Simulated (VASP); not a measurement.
# NbP (I4_1md) in VASP: single point with PBE

Aim: the single point of NbP with PBE.

Everything below comes from runs of VASP 6.6.1. Logs are shortened: lines on timing, memory, paths and dates and some standing lists are left out, and cuts for length are marked.

## Step 1: The cell of the first run

It takes space group I4_1md (No. 109, tetragonal). Conventional cell: a = 3.338 Å, b = 3.338 Å, c = 11.464 Å, α = 90.00°, β = 90.00°, γ = 90.00°. Within 3.4 Å of Nb (site symmetry 2mm) lie 6 P at 2.54 to 2.55 Å and 8 Nb at 3.32 to 3.34 Å. Within 3.4 Å of P (site symmetry 2mm) lie 6 Nb at 2.54 to 2.55 Å and 8 P at 3.32 to 3.34 Å.

## Step 2: Single point, PBE, non-collinear spin, zero start, spin-orbit coupling

INCAR reads:

```
SYSTEM = NbP
PREC = Accurate
ENCUT = 520
EDIFF = 1E-7
ISMEAR = -1
SIGMA = 0.02
LREAL = .FALSE.
LASPH = .TRUE.
NELM = 150
ALGO = Normal
ISIF = 2
LWAVE = .FALSE.
LCHARG = .FALSE.
MAGMOM = 0 0 0 0 0 0 0 0 0 0 0 0
LORBIT = 11
LSORBIT = .TRUE.
GGA_COMPAT = .FALSE.
LORBMOM = .TRUE.
LMAXMIX = 4
GGA = PE
NBANDS = 50
```

KPOINTS reads:

```
Automatic mesh
0
G
  10 10 10
  0 0 0
```

POSCAR reads:

```
NbP
1.0
   -1.6691837428      1.6691837428      5.7320230940
    1.6691837428     -1.6691837428      5.7320230940
    1.6691837428      1.6691837428     -5.7320230940
Nb P
2 2
Direct
    0.7498223616      0.7498223616      0.0000000000
    0.4998223616      0.9998223616      0.5000000000
    0.3328062134      0.3328062134      0.0000000000
    0.0828062134      0.5828062134      0.5000000000
```

Potentials or basis: VASP PAW PBE potentials, release 64 (Nb_sv, P).

Launch:

```
$ cat potpaw_PBE.64/Nb_sv/POTCAR potpaw_PBE.64/P/POTCAR > POTCAR
$ mpirun -np 1 vasp_ncl > vasp.out
```

OUTCAR:

```text
SYSTEM = NbP
   PREC = Accurate
   ENCUT = 520
   EDIFF = 1E-7
   ISMEAR = -1
   LREAL = .FALSE.
   LASPH = .TRUE.
   NELM = 150
   ISIF = 2
   LORBIT = 11
   LSORBIT = .TRUE.
   GGA = PE

 ion  position               nearest neighbor table
   1  0.750  0.750  0.000-   4 2.54   4 2.54   3 2.55   3 2.55   3 2.55   3 2.55
   2  0.500  1.000  0.500-   3 2.54   3 2.54   4 2.55   4 2.55   4 2.55   4 2.55
   3  0.333  0.333  0.000-   2 2.54   2 2.54   1 2.55   1 2.55   1 2.55   1 2.55
   4  0.083  0.583  0.500-   1 2.54   1 2.54   2 2.55   2 2.55   2 2.55   2 2.55

  LATTYP: Found a body centered tetragonal cell.
 ALAT       =     3.3383674856
 C/A-ratio  =     3.4340276310

  Lattice vectors:

 A1 = (  -1.6691837428,   1.6691837428,   5.7320230940)
 A2 = (   1.6691837428,  -1.6691837428,   5.7320230940)
 A3 = (   1.6691837428,   1.6691837428,  -5.7320230940)

Analysis of symmetry for initial positions (statically):
=====================================================================
 Subroutine PRICEL returns:
 Original cell was already a primitive cell.

 Routine SETGRP: Setting up the symmetry group for a
 body centered tetragonal supercell.

 Subroutine GETGRP returns: Found  8 space group operations
 (whereof  4 operations were pure point group operations)
 out of a pool of 16 trial point group operations.

The static configuration has the point symmetry C_2v.
 The point group associated with its full space group is C_4v.

Analysis of symmetry for dynamics (positions and initial velocities):
=====================================================================
 Subroutine PRICEL returns:
 Original cell was already a primitive cell.

 Routine SETGRP: Setting up the symmetry group for a
 body centered tetragonal supercell.

 Subroutine GETGRP returns: Found  8 space group operations
 (whereof  4 operations were pure point group operations)
 out of a pool of 16 trial point group operations.

The dynamic configuration has the point symmetry C_2v.
 The point group associated with its full space group is C_4v.

Analysis of structural, dynamic, and magnetic symmetry:
=====================================================================
 Subroutine PRICEL returns:
 Original cell was already a primitive cell.

 Routine SETGRP: Setting up the symmetry group for a
 body centered tetragonal supercell.

 Subroutine GETGRP returns: Found  8 space group operations
 (whereof  4 operations were pure point group operations)
 out of a pool of 16 trial point group operations.

The overall configuration has the point symmetry C_2v.
 The point group associated with its full space group is C_4v.

 Subroutine INISYM returns: Found  8 space group operations
 (whereof  4 operations are pure point group operations),
 and found     1 'primitive' translations

----------------------------------------------------------------------------------------

                                     Primitive cell

  volume of cell :      63.8817

  direct lattice vectors                    reciprocal lattice vectors
    -1.669183743  1.669183743  5.732023094     0.000000000  0.299547610  0.087229237
     1.669183743 -1.669183743  5.732023094     0.299547610  0.000000000  0.087229237
     1.669183743  1.669183743 -5.732023094     0.299547610  0.299547610  0.000000000

  length of vectors
     6.199067469  6.199067469  6.199067469     0.311989920  0.311989920  0.423624292

  position of ions in fractional coordinates (direct lattice)
     0.749822362  0.749822362  0.000000000
     0.499822362  0.999822362  0.500000000
     0.332806213  0.332806213  0.000000000
     0.082806213  0.582806213  0.500000000

  ion indices of the primitive-cell ions
   primitive index   ion index
                 1           1
                 2           2
                 3           3
                 4           4

----------------------------------------------------------------------------------------

 KPOINTS: Automatic mesh

Automatic generation of k-mesh.
 Grid dimensions read from file:
 generate k-points for:   10   10   10

 Generating k-lattice:

  Cartesian coordinates                     Fractional coordinates (reciprocal lattice)
     0.000000000  0.029954761  0.008722924     0.100000000  0.000000000  0.000000000
     0.029954761  0.000000000  0.008722924     0.000000000  0.100000000  0.000000000
     0.029954761  0.029954761  0.000000000     0.000000000  0.000000000  0.100000000

  Length of vectors
     0.031198992  0.031198992  0.042362429

  Shift w.r.t. Gamma in fractional coordinates (k-lattice)
     0.000000000  0.000000000  0.000000000

 Subroutine IBZKPT returns following result:
 ===========================================

[... 63 lines left out ...]
   EFERMI_NEDOS =   21; number of points for ismear=-14 and -15
   IALGO  =     38    algorithm
   IMIX   =      4    mixing-type and parameters
     AMIX     =   0.40;   BMIX     =  1.00
     AMIX_MAG =   1.60;   BMIX_MAG =  1.00
  volume/ion in A,a.u.               =      15.97       107.77
  Fermi-wavevector in a.u.,A,eV,Ry     =   1.352229  2.555342 24.878571  1.828523
  Thomas-Fermi vector in A             =   2.479585
   LORBIT       =     11    0 simple, 1 ext, 2 COOP (PROOUT), +10 PAW based schemes
   GGA     = PE    functional components
   LHFCALC =     F    Hartree Fock is set to
   AEXX    =    0.0000 exact exchange contribution
   IVDW    =     0    specifies the selected vdW correction
   LEPSILON=     F    determine dielectric tensor
   LRPA    =     F    only Hartree local field effects (RPA)
  energy-cutoff  :      520.00
  volume of cell :       63.88
 maximum number of plane-waves:      3476
 NGX is ok and might be reduce to    48
   NGX = 23   NGY = 23   NGZ = 23

 number of electron      36.0000000 magnetization       0.0000000      0.0000000      0.0000000

 number of electron      36.0000000 magnetization      -0.0000000      0.0000000      0.0000000

 number of electron      36.0000000 magnetization       0.0000000     -0.0000000     -0.0000000

 Free energy of the ion-electron system (eV)
  ---------------------------------------------------
  ext. energy  EPLUGINS =         0.00000000
  ---------------------------------------------------
  free energy    TOTEN  =       -35.48674710 eV

  energy without entropy =      -35.48577196  energy(sigma->0) =      -35.48625953

 E-fermi :  10.6748     XC(G=0): -12.0284

 val. band max:       10.6644452386   @ k =   0.2000  -0.3000  -0.2000
 cond. band min:      10.6907297188   @ k =  -0.3000   0.5000   0.3000
 fundamental gap:      0.0262844802
 Fermi energy:        10.6748254053

 k-point     1 :       0.0000    0.0000    0.0000
  band No.  band energies     occupation
      1     -44.2584      1.00000
      2     -44.2584      1.00000
      3     -44.2205      1.00000
      4     -44.2205      1.00000
      5     -21.7282      1.00000
      6     -21.7282      1.00000
[... 1213 lines left out ...]
     47      14.7124      0.00000
     48      14.7546      0.00000

 [... further k-points ...]

 [bands above 48 left out]

------------------------ aborting loop because EDIFF is reached ----------------------------------------

  FORCE on cell =-STRESS in cart. coord.  units (eV):
  Direction    XX          YY          ZZ          XY          YZ          ZX
  --------------------------------------------------------------------------------------
  -------------------------------------------------------------------------------------
  Total        0.1531214      0.1531214     -0.1104442      0.0000000      0.0000000      0.0000000
  in kB        3.8403460      3.8403460     -2.7699830      0.0000000      0.0000000      0.0000000
  external PRESSURE =       1.6369030 kB  Pullay stress =       0.0000000 kB

 VOLUME and BASIS-vectors are now :
 -----------------------------------------------------------------------------
  energy-cutoff  :      520.00
  volume of cell :       63.88
      direct lattice vectors                 reciprocal lattice vectors
    -1.669183743  1.669183743  5.732023094     0.000000000  0.299547610  0.087229237
     1.669183743 -1.669183743  5.732023094     0.299547610  0.000000000  0.087229237
     1.669183743  1.669183743 -5.732023094     0.299547610  0.299547610  0.000000000

 POSITION                                       TOTAL-FORCE (eV/Angst)
 -----------------------------------------------------------------------------------
      0.00000      0.00000      8.59600        -0.000000     -0.000000      0.017272
      1.66918      0.00000      5.72999         0.000000      0.000000      0.017272
      0.00000      0.00000      3.81531         0.000000     -0.000000     -0.017272
      1.66918      0.00000      0.94929        -0.000000      0.000000     -0.017272
 -----------------------------------------------------------------------------------
    total drift:                                0.000000      0.000000      0.000256

  FREE ENERGIE OF THE ION-ELECTRON SYSTEM (eV)
  ---------------------------------------------------
  free  energy   TOTEN  =       -35.4867471050 eV

  energy  without entropy=      -35.4857719590  energy(sigma->0) =      -35.48625953

 orbital moment (x)

 # of ion     p       d       tot
 ----------------------------------------
  1        -0.000   0.000   0.000
  2         0.000  -0.000  -0.000
  3         0.000   0.000   0.000
  4         0.000   0.000   0.000
 ----------------------------------------
            0.000   0.000   0.000

 orbital moment (y)

 # of ion     p       d       tot
 ----------------------------------------
  1        -0.000   0.000   0.000
  2         0.000  -0.000  -0.000
  3        -0.000   0.000  -0.000
  4        -0.000   0.000  -0.000
 ----------------------------------------
           -0.000  -0.000  -0.000

 orbital moment (z)

 # of ion     p       d       tot
 ----------------------------------------
  1         0.000   0.000   0.000
  2         0.000   0.000   0.000
  3         0.000   0.000   0.000
  4         0.000   0.000   0.000
 ----------------------------------------
            0.000   0.000   0.000

 Spin-Orbit-Coupling matrix elements

 Ion:    1  E_soc:     -0.1721878
 l=   1
     0.0000000    -0.0264896    -0.0263920
    -0.0264896     0.0000000    -0.0265532
    -0.0263920    -0.0265532     0.0000000
 l=   2
     0.0000000    -0.0003793     0.0000000    -0.0004317    -0.0016357
    -0.0003793     0.0000000    -0.0013733    -0.0004570    -0.0003944
     0.0000000    -0.0013733     0.0000000    -0.0014800     0.0000000
    -0.0004317    -0.0004570    -0.0014800     0.0000000    -0.0005079
    -0.0016357    -0.0003944     0.0000000    -0.0005079     0.0000000
 l=   3
     0.0000000     0.0000000     0.0000000     0.0000000     0.0000000     0.0000000     0.0000000
     0.0000000     0.0000000     0.0000000     0.0000000     0.0000000     0.0000000     0.0000000
     0.0000000     0.0000000     0.0000000     0.0000000     0.0000000     0.0000000     0.0000000
     0.0000000     0.0000000     0.0000000     0.0000000     0.0000000     0.0000000     0.0000000
[... 49 lines left out ...]
 l=   2
     0.0000000     0.0000000     0.0000000     0.0000000     0.0000000
     0.0000000     0.0000000     0.0000000     0.0000000     0.0000000
     0.0000000     0.0000000     0.0000000     0.0000000     0.0000000
     0.0000000     0.0000000     0.0000000     0.0000000     0.0000000
     0.0000000     0.0000000     0.0000000     0.0000000     0.0000000
 l=   3
     0.0000000     0.0000000     0.0000000     0.0000000     0.0000000     0.0000000     0.0000000
     0.0000000     0.0000000     0.0000000     0.0000000     0.0000000     0.0000000     0.0000000
     0.0000000     0.0000000     0.0000000     0.0000000     0.0000000     0.0000000     0.0000000
     0.0000000     0.0000000     0.0000000     0.0000000     0.0000000     0.0000000     0.0000000
     0.0000000     0.0000000     0.0000000     0.0000000     0.0000000     0.0000000     0.0000000
     0.0000000     0.0000000     0.0000000     0.0000000     0.0000000     0.0000000     0.0000000
     0.0000000     0.0000000     0.0000000     0.0000000     0.0000000     0.0000000     0.0000000

 total charge

# of ion       s       p       d       tot
------------------------------------------
    1        2.156   6.031   2.464  10.651
    2        2.156   6.031   2.464  10.651
    3        1.021   1.535   0.000   2.555
    4        1.021   1.535   0.000   2.555
--------------------------------------------------
tot          6.354  15.131   4.928  26.412

 magnetization (x)

# of ion       s       p       d       tot
------------------------------------------
    1        0.000   0.000   0.000   0.000
    2        0.000  -0.000   0.000   0.000
    3       -0.000   0.000   0.000   0.000
    4       -0.000   0.000   0.000   0.000
--------------------------------------------------
tot         -0.000   0.000   0.000   0.000

 magnetization (y)

# of ion       s       p       d       tot
------------------------------------------
    1        0.000   0.000  -0.000  -0.000
    2       -0.000  -0.000   0.000  -0.000
    3        0.000  -0.000   0.000  -0.000
    4        0.000  -0.000   0.000   0.000
--------------------------------------------------
tot          0.000  -0.000  -0.000  -0.000

 magnetization (z)

# of ion       s       p       d       tot
------------------------------------------
    1        0.000   0.000   0.000   0.000
    2       -0.000   0.000   0.000  -0.000
    3       -0.000   0.000   0.000   0.000
    4        0.000  -0.000   0.000  -0.000
--------------------------------------------------
tot          0.000   0.000   0.000   0.000
```

Run time: 1.5 h. Hardware: 1 thread of Oxide Virtual Turin-like, shared host; peak memory 1.2 GiB.

What came out:

```
Free energy                                           : -35.4867 eV
Pressure                                              : 0.2 GPa
Largest force                                         : 0.017 eV/Å
Net moment                                            : 0.00 μB per cell
Valence electrons inside the program's atomic spheres : Nb 10.65; P 2.56
```

Forces on the atoms (eV/Å):
```
Nb   0.000  0.000  0.017
Nb   0.000  0.000  0.017
P    0.000  0.000 -0.017
P    0.000  0.000 -0.017
```

Moments on the atoms (μB; x, y, z):
```
Nb  0.00 0.00 0.00
Nb  0.00 0.00 0.00
P   0.00 0.00 0.00
P   0.00 0.00 0.00
```
